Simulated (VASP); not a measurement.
A run of VASP 6.6.1:

File INCAR:

```
SYSTEM = Au
PREC = Accurate
ENCUT = 520
EDIFF = 1E-6
ISMEAR = -1
SIGMA = 0.08
LREAL = .False.
LASPH = .True.
NELM = 100
ALGO = Normal
ISIF = 2
LWAVE = .False.
LCHARG = .False.
GGA = PS
NBANDS = 12
```

The input KPOINTS:

```
regular mesh
0
Gamma
  14 14 14
  0 0 0
```

Contents of POSCAR:

```
Au
1.0
    2.2722434793      0.0000000000      0.0000000000
    0.0000000000      2.2722434793      0.0000000000
    0.0000000000      0.0000000000      2.2722434793
Au
1
Direct
    0.0000000000      0.0000000000      0.0000000000
```

Potentials or basis: VASP PAW PBE potentials, release 64 (Au).

The run is started by

```sh
$ cat potpaw_PBE.64/Au/POTCAR > POTCAR
$ mpirun -np 1 vasp_std > vasp.out
```

Hardware: 1 thread of Intel(R) Xeon(R) Platinum 8488C (Sapphire Rapids), on a shared host.

Task: How long does it take, and how much memory?

Result: Run time: 7.7 s on 1 thread of Intel(R) Xeon(R) Platinum 8488C (Sapphire Rapids), with other jobs on the host, peak memory 0.13 GiB. Counts: scf iterations 11, k points 120.
